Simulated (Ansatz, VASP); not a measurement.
**Zn: VASP beside Ansatz**

```
Zn
1.0
     2.67000    0.00000    0.00000
    -1.33500    2.31229    0.00000
     0.00000    0.00000    4.96600
Zn
2
Direct
  0.33333 0.66667 0.25000
  0.66667 0.33333 0.72986
```

Alike in both runs: task single point; functional PBE; k mesh 12 × 12 × 6; no spin polarisation.

```csv
,VASP,Ansatz
version,VASP 6.6.1,Ansatz 0.2.0
potentials or method,"VASP PAW PBE potentials, release 64 (Zn), cutoff 520 eV","plane waves, PAW"
occupations,"fermi-dirac, width 0.1 eV",fermi-dirac
valence electrons in the cell,24,24
```

VASP gave:

| Quantity | Value |
| --- | --- |
| rms of the force components (eV/Å) | 0.141 |

**Question.** What did Ansatz give for the same quantities?

**Answer.** rms of the force components (eV/Å): 0.138.

Atom by atom the forces differ by 0.002 eV/Å (rms over components).
